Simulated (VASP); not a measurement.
A run of VASP 6.6.1 is set up as follows.

File INCAR:

```
ALGO     = Normal         # electronic algorithm
EDIFF    = 1E-7           # SCF threshold, eV
ENCUT    = 520            # plane-wave cutoff, eV
GGA      = PS             # functional
ISIF     = 2              # what is computed and relaxed
ISMEAR   = 0              # smearing method
LASPH    = T              # aspherical terms in the spheres
LCHARG   = F              # write CHGCAR
LREAL    = F              # projectors in reciprocal space
LWAVE    = F              # write WAVECAR
NBANDS   = 13             # bands
NELM     = 80             # most SCF steps
PREC     = Accurate       # precision mode
SIGMA    = 0.1            # smearing width, eV
```

KPOINTS

```
k-points
0
Gamma
  18 18 18
```

POSCAR

```
Mo
1.0
   -1.5646648122      1.5646648122      1.5646648122
    1.5646648122     -1.5646648122      1.5646648122
    1.5646648122      1.5646648122     -1.5646648122
Mo
1
Direct
    0.0000000000      0.0000000000      0.0000000000
```

Potentials or basis: VASP PAW PBE potentials, release 64 (Mo_sv).

Launch:

```console
$ cat potpaw_PBE.64/Mo_sv/POTCAR > POTCAR
$ mpirun -np 1 vasp_std > vasp.out
```

Problem. Estimate the pressure.

Solution. 0.5 GPa.

Problem. Estimate the band gap on the k mesh.

Solution. Zero (band 7 reaches 16.92 eV, above the bottom of band 8 at 11.38 eV).

Caveat: the PAW data sets were made with another functional, which shifts forces and pressure a little.
